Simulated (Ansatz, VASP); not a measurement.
# Hf: VASP beside Ansatz

```
Hf
1.0
    -2.78441    2.78441    1.50345
     2.78441   -2.78441    1.50345
     2.78441    2.78441   -1.50345
Hf
2
Cartesian
  0.0000 -1.3922 -0.3759
  0.0000 1.3922 0.3759
```

Alike in both runs: functional PBE; k mesh 14 × 14 × 14; occupations fermi-dirac, width 0.05 eV; no spin polarisation.

Ansatz relaxed the structure, and its values are those at the end. VASP's run is a single point on that final structure, the one shown.

```csv
,VASP,Ansatz
version,VASP 6.6.1,Ansatz 0.2.0
potentials or method,"VASP PAW PBE potentials, release 64 (Hf_pv)","PAW with Ansatz's default frozen-core files, scalar-relativistic"
plane-wave cutoff (eV),520,420
valence electrons in the cell,20,52
```

Ansatz gave:

| Item | Value |
| --- | --- |
| pressure (GPa) | 0.0 |

Task: Estimate VASP's values.

Result: Pressure (GPa): -0.3.

VASP's potentials hold 20 valence electrons a cell and Ansatz's 52, so a difference there can come from the potentials and not from the codes.

Neither program's run includes spin-orbit coupling.
